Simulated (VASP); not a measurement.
# Cu (Fm-3m) in VASP: notebook

Cu is run at these levels: HSE06; tasks: single point.

Program: VASP 6.6.1. These are calculated values, not measurements. Logs are shortened: lines on timing, memory, paths and dates and some standing lists are left out, and cuts for length are marked.

**1. The cell of the first run**

Symmetry: Fm-3m, No. 225, cubic system. The conventional cell has a = 3.606 Å, b = 3.606 Å, c = 3.606 Å, α = 90.00°, β = 90.00°, γ = 90.00°. Cu (site symmetry m-3m) has 12 Cu at 2.55 Å within 3.4 Å.

**2. Single point, HSE06**

File POSCAR:

```
Cu
1.0
    0.0000000000      1.8028184249      1.8028184249
    1.8028184249      0.0000000000      1.8028184249
    1.8028184249      1.8028184249      0.0000000000
Cu
1
Direct
    0.0000000000      0.0000000000      0.0000000000
```

File INCAR.step1:

```
PREC     = Accurate       # precision mode
ENCUT    = 610            # plane-wave cutoff, eV
EDIFF    = 1E-5           # SCF threshold, eV
ISMEAR   = -1             # smearing method
SIGMA    = 0.1            # smearing width, eV
LREAL    = F              # projectors in reciprocal space
LASPH    = T              # aspherical terms in the spheres
NELM     = 120            # most SCF steps
ALGO     = Normal         # electronic algorithm
ISIF     = 2              # what is computed and relaxed
LWAVE    = T              # write WAVECAR
LCHARG   = F              # write CHGCAR
NBANDS   = 16             # bands
GGA      = PE             # functional
GGA_COMPAT= F
```

File INCAR.step2:

```
PREC     = Accurate       # precision mode
ENCUT    = 610            # plane-wave cutoff, eV
EDIFF    = 1E-6           # SCF threshold, eV
ISMEAR   = -1             # smearing method
SIGMA    = 0.1            # smearing width, eV
LREAL    = F              # projectors in reciprocal space
LASPH    = T              # aspherical terms in the spheres
NELM     = 120            # most SCF steps
ALGO     = Normal         # electronic algorithm
ISIF     = 2              # what is computed and relaxed
LWAVE    = F              # write WAVECAR
LCHARG   = F              # write CHGCAR
GGA      = PE             # functional
LHFCALC  = T              # exact exchange
HFSCREEN = 0.2079         # screening, 1/A
PRECFOCK = Normal       
NBANDS   = 16             # bands
ISTART   = 1            
GGA_COMPAT= F
```

File KPOINTS:

```
Automatic mesh
0
Gamma
  6 6 6
```

Potentials or basis: VASP PAW PBE potentials, release 64 (Cu_sv_GW).

Launch:

```bash
$ cat potpaw_PBE.64/Cu_sv_GW/POTCAR > POTCAR
$ cp INCAR.step1 INCAR
$ mpirun -np 1 vasp_std > vasp.out
$ cp INCAR.step2 INCAR
$ mpirun -np 1 vasp_std > vasp.out
```

OUTCAR:

```text
PREC = Accurate
   ENCUT = 610
   EDIFF = 1E-6
   ISMEAR = -1
   LREAL = F
   LASPH = T
   NELM = 120
   ISIF = 2
   GGA = PE
   LHFCALC = T
   HFSCREEN = 0.2079
   PRECFOCK = Normal
   ISTART = 1

 ion  position               nearest neighbor table
   1  0.000  0.000  0.000-

  LATTYP: Found a face centered cubic cell.
 ALAT       =     3.6056368498

  Lattice vectors:

 A1 = (   0.0000000000,   1.8028184249,   1.8028184249)
 A2 = (   1.8028184249,   0.0000000000,   1.8028184249)
 A3 = (   1.8028184249,   1.8028184249,   0.0000000000)

Analysis of symmetry for initial positions (statically):
=====================================================================
 Subroutine PRICEL returns:
 Original cell was already a primitive cell.

 Routine SETGRP: Setting up the symmetry group for a
 face centered cubic supercell.

 Subroutine GETGRP returns: Found 48 space group operations
 (whereof 48 operations were pure point group operations)
 out of a pool of 48 trial point group operations.

The static configuration has the point symmetry O_h .

Analysis of symmetry for dynamics (positions and initial velocities):
=====================================================================
 Subroutine PRICEL returns:
 Original cell was already a primitive cell.

 Routine SETGRP: Setting up the symmetry group for a
 face centered cubic supercell.

 Subroutine GETGRP returns: Found 48 space group operations
 (whereof 48 operations were pure point group operations)
 out of a pool of 48 trial point group operations.

The dynamic configuration has the point symmetry O_h .

 Subroutine INISYM returns: Found 48 space group operations
 (whereof 48 operations are pure point group operations),
 and found     1 'primitive' translations

----------------------------------------------------------------------------------------

                                     Primitive cell

  volume of cell :      11.7189

  direct lattice vectors                    reciprocal lattice vectors
     0.000000000  1.802818425  1.802818425    -0.277343516  0.277343516  0.277343516
     1.802818425  0.000000000  1.802818425     0.277343516 -0.277343516  0.277343516
     1.802818425  1.802818425  0.000000000     0.277343516  0.277343516 -0.277343516

  length of vectors
     2.549570267  2.549570267  2.549570267     0.480373060  0.480373060  0.480373060

  position of ions in fractional coordinates (direct lattice)
     0.000000000  0.000000000  0.000000000

  ion indices of the primitive-cell ions
   primitive index   ion index
                 1           1

----------------------------------------------------------------------------------------

 KPOINTS: Automatic mesh

Automatic generation of k-mesh.
 Grid dimensions read from file:
 generate k-points for:    6    6    6

 Generating k-lattice:

  Cartesian coordinates                     Fractional coordinates (reciprocal lattice)
    -0.046223919  0.046223919  0.046223919     0.166666667  0.000000000  0.000000000
     0.046223919 -0.046223919  0.046223919     0.000000000  0.166666667  0.000000000
     0.046223919  0.046223919 -0.046223919     0.000000000  0.000000000  0.166666667

  Length of vectors
     0.080062177  0.080062177  0.080062177

  Shift w.r.t. Gamma in fractional coordinates (k-lattice)
     0.000000000  0.000000000  0.000000000

 Subroutine IBZKPT returns following result:
 ===========================================

 Found     16 irreducible k-points:

 Following reciprocal coordinates:
            Coordinates               Weight
  0.000000  0.000000  0.000000      1.000000
  0.166667  0.000000  0.000000      8.000000
  0.333333  0.000000  0.000000      8.000000
  0.500000  0.000000  0.000000      4.000000
  0.166667  0.166667  0.000000      6.000000
  0.333333  0.166667  0.000000     24.000000
[... 8 lines left out ...]
 -0.333333  0.333333  0.166667     24.000000
 -0.333333  0.500000  0.166667     12.000000
   k-points           NKPTS =     16   k-points in BZ     NKDIM =    216   number of bands    NBANDS=     16
   number of dos      NEDOS =    301   number of ions     NIONS =      1
   total plane-waves  NPLWV =  13824
   dimension x,y,z NGX =    24 NGY =   24 NGZ =   24
   dimension x,y,z NGXF=    48 NGYF=   48 NGZF=   48
   ions per type =               1
   NGX,Y,Z   is equivalent  to a cutoff of  15.65, 15.65, 15.65 a.u.
   NGXF,Y,Z  is equivalent  to a cutoff of  31.30, 31.30, 31.30 a.u.
 SYSTEM =  unknown system
   PREC   = accura    normal or accurate (medium, high low for compatibility)
   ISTART =      1    job   : 0-new  1-cont  2-samecut
   ICHARG =      0    charge: 1-file 2-atom 10-const
   ISPIN  =      1    spin polarized calculation?
   LNONCOLLINEAR =      F non collinear calculations
   LSORBIT =      F    spin-orbit coupling
   LASPH  =      T    aspherical Exc in radial PAW
   ENCUT  =  610.0 eV  44.83 Ry    6.70 a.u.   5.13  5.13  5.13*2*pi/ulx,y,z
   NELM   =    120;   NELMIN=  2; NELMDL=  0     # of ELM steps
   EDIFF  = 0.1E-05   stopping-criterion for ELM
   LREAL  =      F    real-space projection
   EDIFFG = 0.1E-04   stopping-criterion for IOM
   NSW    =      0    number of steps for IOM
   IBRION =     -1    ionic relax: 0-MD 1-quasi-New 2-CG
   NFREE  =      0    steps in history (QN), initial steepest desc. (CG)
   ISIF   =      2    stress and relaxation
   ISYM   =      3    0-nonsym 1-usesym 2-fastsym
   POTIM  = 0.5000    time-step for ionic-motion
   TEBEG  =    0.0;   TEEND  =   0.0 temperature during run
   PSTRESS=    0.0 pullay stress
   NELECT =      19.0000    total number of electrons
   NUPDOWN=      -1.0000    fix difference up-down
   EMIN   =  10.00;   EMAX   =-10.00  energy-range for DOS
   EFERMI =   0.00;   METHOD = LEGACY
   ISMEAR =    -1;   SIGMA  =   0.10  broadening in eV -4-tet -1-fermi 0-gaus
   EFERMI_NEDOS =   21; number of points for ismear=-14 and -15
   IALGO  =     38    algorithm
   IMIX   =      1    mixing-type and parameters
     AMIX     =   0.40;   BMIX     =  1.00
     AMIX_MAG =   1.60;   BMIX_MAG =  1.00
  volume/ion in A,a.u.               =      11.72        79.08
  Fermi-wavevector in a.u.,A,eV,Ry     =   1.923228  3.634373 50.325296  3.698805
  Thomas-Fermi vector in A             =   2.957122
   LORBIT       =      0    0 simple, 1 ext, 2 COOP (PROOUT), +10 PAW based schemes
   GGA     = PE    functional components
   LHFCALC =     T    Hartree Fock is set to
   PRECFOCK=normal    Normal, Fast or Accurate (Low or Medium for compatibility)
   ENCUT4O =  -1.0   cutoff for four orbital integrals eV
   NKREDX  =     1    reduce k-point grid by
   NKREDY  =     1    reduce k-point grid by
   NKREDZ  =     1    reduce k-point grid by
   AEXX    =    0.2500 exact exchange contribution
   HFSCREEN=    0.2079 screening length (either q_TF or 0.3 A-1)
   HFSCREENC=   0.2079 screening length for correlation (either q_TF or 0.3 A-1)
   ENCUTFOCK=  -1.0 apply spherical cutoff to Coloumb kernel
   IVDW    =     0    specifies the selected vdW correction
   LEPSILON=     F    determine dielectric tensor
   LRPA    =     F    only Hartree local field effects (RPA)
 non-spin polarized calculation
  energy-cutoff  :      610.00
  volume of cell :       11.72
 maximum number of plane-waves:       411
 NGX is ok and might be reduce to    24
  NGX = 16; NGY = 16; NGZ = 16

 number of electron      19.0000006 magnetization

 Free energy of the ion-electron system (eV)
  ---------------------------------------------------
  ext. energy  EPLUGINS =         0.00000000
  ---------------------------------------------------
  free energy    TOTEN  =        -3.60507130 eV

  energy without entropy =       -3.58928651  energy(sigma->0) =       -3.59717890

 E-fermi :   7.1235     XC(G=0): -10.7989

 val. band max:        7.0694317437   @ k =   0.5000   0.3333   0.1667
 cond. band min:       7.8392054117   @ k =   0.5000   0.1667   0.0000
 fundamental gap:      0.7697736680
 Fermi energy:         7.1235360219

 k-point     1 :       0.0000    0.0000    0.0000
  band No.  band energies     occupation
      1    -111.0528      2.00000
      2     -66.8049      2.00000
      3     -66.8049      2.00000
      4     -66.8049      2.00000
      5      -3.0146      2.00000
      6       2.9419      2.00000
[... 8 lines left out ...]
     15      36.9408      0.00000
     16      36.9408      0.00000

 k-point     2 :       0.1667    0.0000    0.0000
  band No.  band energies     occupation
      1    -111.0471      2.00000
      2     -66.8366      2.00000
      3     -66.8096      2.00000
      4     -66.8096      2.00000
      5      -1.8990      2.00000
      6       2.7790      2.00000
[... 8 lines left out ...]
     15      38.5338      0.00000
     16      39.1404      0.00000

 k-point     3 :       0.3333    0.0000    0.0000
  band No.  band energies     occupation
      1    -111.0395      2.00000
      2     -66.9032      2.00000
      3     -66.8216      2.00000
      4     -66.8216      2.00000
      5       0.4466      2.00000
      6       3.0025      2.00000
[... 8 lines left out ...]
     15      35.8113      0.00000
     16      35.8113      0.00000

 k-point     4 :       0.5000    0.0000    0.0000
  band No.  band energies     occupation
      1    -111.0347      2.00000
      2     -66.9363      2.00000
      3     -66.8273      2.00000
      4     -66.8273      2.00000
      5       0.9384      2.00000
      6       2.8742      2.00000
[... 8 lines left out ...]
     15      34.1412      0.00000
     16      34.1412      0.00000

 k-point     5 :       0.1667    0.1667    0.0000
  band No.  band energies     occupation
      1    -111.0465      2.00000
      2     -66.8356      2.00000
      3     -66.8181      2.00000
      4     -66.8181      2.00000
      5      -1.5365      2.00000
      6       2.5473      2.00000
[... 8 lines left out ...]
     15      35.0228      0.00000
     16      42.1147      0.00000

 k-point     6 :       0.3333    0.1667    0.0000
  band No.  band energies     occupation
      1    -111.0394      2.00000
      2     -66.8849      2.00000
      3     -66.8304      2.00000
      4     -66.8302      2.00000
      5       0.4863      2.00000
      6       2.3243      2.00000
[... 8 lines left out ...]
     15      36.0805      0.00000
     16      41.0377      0.00000
[... 115 lines left out ...]
 k-point    13 :       0.5000    0.5000    0.0000
  band No.  band energies     occupation
      1    -111.0291      2.00000
      2     -66.9317      2.00000
      3     -66.8585      2.00000
      4     -66.8585      2.00000
      5       0.9691      2.00000
      6       1.4332      2.00000
[... 8 lines left out ...]
     15      29.3984      0.00000
     16      51.3250      0.00000

 k-point    14 :       0.5000    0.3333    0.1667
  band No.  band energies     occupation
      1    -111.0343      2.00000
      2     -66.9048      2.00000
      3     -66.8625      2.00000
      4     -66.8390      2.00000
      5       1.6864      2.00000
      6       2.1255      2.00000
[... 8 lines left out ...]
     15      35.3234      0.00000
     16      39.6195      0.00000

 k-point    15 :      -0.3333    0.3333    0.1667
  band No.  band energies     occupation
      1    -111.0310      2.00000
      2     -66.9101      2.00000
      3     -66.8786      2.00000
      4     -66.8471      2.00000
      5       2.0231      2.00000
      6       2.0933      2.00000
[... 8 lines left out ...]
     15      36.8246      0.00000
     16      42.9959      0.00000

 k-point    16 :      -0.3333    0.5000    0.1667
  band No.  band energies     occupation
      1    -111.0296      2.00000
      2     -66.9138      2.00000
      3     -66.8773      2.00000
      4     -66.8591      2.00000
      5       1.5093      2.00000
      6       1.8921      2.00000
[... 8 lines left out ...]
     15      35.4034      0.00000
     16      42.5166      0.00000

------------------------ aborting loop because EDIFF is reached ----------------------------------------

  FORCE on cell =-STRESS in cart. coord.  units (eV):
  Direction    XX          YY          ZZ          XY          YZ          ZX
  --------------------------------------------------------------------------------------
  -------------------------------------------------------------------------------------
  Total       -0.0958356     -0.0958356     -0.0958356     -0.0000000      0.0000000     -0.0000000
  in kB      -13.1024243    -13.1024243    -13.1024243     -0.0000000      0.0000000     -0.0000000
  external PRESSURE =     -13.1024243 kB  Pullay stress =       0.0000000 kB

 VOLUME and BASIS-vectors are now :
 -----------------------------------------------------------------------------
  energy-cutoff  :      610.00
  volume of cell :       11.72
      direct lattice vectors                 reciprocal lattice vectors
     0.000000000  1.802818425  1.802818425    -0.277343516  0.277343516  0.277343516
     1.802818425  0.000000000  1.802818425     0.277343516 -0.277343516  0.277343516
     1.802818425  1.802818425  0.000000000     0.277343516  0.277343516 -0.277343516

 POSITION                                       TOTAL-FORCE (eV/Angst)
 -----------------------------------------------------------------------------------
      0.00000      0.00000      0.00000        -0.000000     -0.000000     -0.000000
 -----------------------------------------------------------------------------------
    total drift:                               -0.000002     -0.000001     -0.000002

  FREE ENERGIE OF THE ION-ELECTRON SYSTEM (eV)
  ---------------------------------------------------
  free  energy   TOTEN  =        -3.6050712972 eV

  energy  without entropy=       -3.5892865084  energy(sigma->0) =       -3.59717890
```

Run time: 9.4 min. Hardware: 1 thread of Intel Xeon 6975P-C (Granite Rapids), shared host; peak memory 0.25 GiB.

Results:

- Free energy: -3.6051 eV
- Pressure: -1.3 GPa
- Band gap on the k mesh: zero (an odd number of electrons rules out a gap without spin polarisation)

Caveat: the k points lie up to 0.50 Å⁻¹ apart, too coarse for converged energies and pressures of a metal; the PAW data sets were made with another functional, which shifts forces and pressure a little.

[end of part 1 of 2]

The gap in the log of VASP goes by the Fermi energy; the results here count the filled bands.